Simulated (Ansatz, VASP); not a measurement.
**ZrInS3 in VASP and in Ansatz**

The input INCAR:

```
PREC     = Accurate       # precision mode
ENCUT    = 600            # plane-wave cutoff, eV
EDIFF    = 1E-6           # SCF threshold, eV
ISMEAR   = 0              # smearing method
SIGMA    = 0.1            # smearing width, eV
LREAL    = F              # projectors in reciprocal space
LASPH    = T              # aspherical terms in the spheres
NELM     = 100            # most SCF steps
ALGO     = Normal         # electronic algorithm
ISIF     = 3              # what is computed and relaxed
LWAVE    = F              # write WAVECAR
LCHARG   = F              # write CHGCAR
GGA      = PE             # functional
IBRION   = 2              # ionic algorithm
NSW      = 90             # ionic steps
EDIFFG   = -0.04          # ionic threshold
```

KPOINTS

```
Automatic mesh
0
Gamma
  4 4 4
```

The input POSCAR:

```
ZrInS3
1.0
    5.0129639200      0.0000000000      0.0000000000
    0.0000000000      5.0129639200      0.0000000000
    0.0000000000      0.0000000000      5.0129639200
Zr In S
1 1 3
Direct
    0.0000000000      0.0000000000      0.0000000000
    0.5000000000      0.5000000000      0.5000000000
    0.5000000000      0.5000000000      0.0000000000
    0.5000000000      0.0000000000      0.5000000000
    0.0000000000      0.5000000000      0.5000000000
```

Input for Ansatz:

```yaml
crystal:
  lattice:
    - [5.01296392, 0.0, 0.0]
    - [0.0, 5.01296392, 0.0]
    - [0.0, 0.0, 5.01296392]
  atoms:
    - { symbol: Zr, position: [0.0, 0.0, 0.0] }
    - { symbol: In, position: [0.5, 0.5, 0.5] }
    - { symbol: S, position: [0.5, 0.5, 0.0] }
    - { symbol: S, position: [0.5, 0.0, 0.5] }
    - { symbol: S, position: [0.0, 0.5, 0.5] }
basis:
  ecutwfc: 420
kpoints:
  mp_grid: { grid: [4, 4, 4] }
hamiltonian:
  xc: pbe
scf:
  occupations: { method: gaussian, width: 0.1 }
  lower_state_search: "off"
output:
  forces: true
  stress: true
  eigenvalues: true
relax:
  adjacent_minimum: "off"
  f_tol: 0.04
  max_steps: 70
  cell: { stress_tol: 0.4 }
```

Change from the starting cell: species swapped into the Pr3AlN type (Pm-3m, No. 221).

Alike in both runs: task relaxation of cell and atoms; functional PBE; k mesh 4 × 4 × 4; occupations gaussian, width 0.1 eV; no spin polarisation.

```csv
,VASP,Ansatz
version,VASP 6.6.1,Ansatz 0.2.0
potentials or method,"VASP PAW PBE potentials, release 64 (Zr_sv, In_d, S), cutoff 600 eV","scalar-relativistic, plane waves, PAW"
valence electrons in the cell,43,43
```

VASP gave:

| Quantity | Value |
| --- | --- |
| gap on the k mesh at the Fermi level, each at its own relaxed structure (eV) | none |
| relaxed volume (Å³/atom) | 23.34 |
| relaxed length of the cell vector where the two differ most in proportion (Å) | 4.887 |

**Question.** Which values does Ansatz return?

**Answer.** gap on the k mesh at the Fermi level, each at its own relaxed structure (eV): none; relaxed volume (Å³/atom): 23.37; relaxed length of the cell vector where the two differ most in proportion (Å): 4.889.

A gap of «none» marks a metal or a gap that the smearing closes.

Noted on VASP's run: too few bands were computed for a metal, which touches its energy and stress.
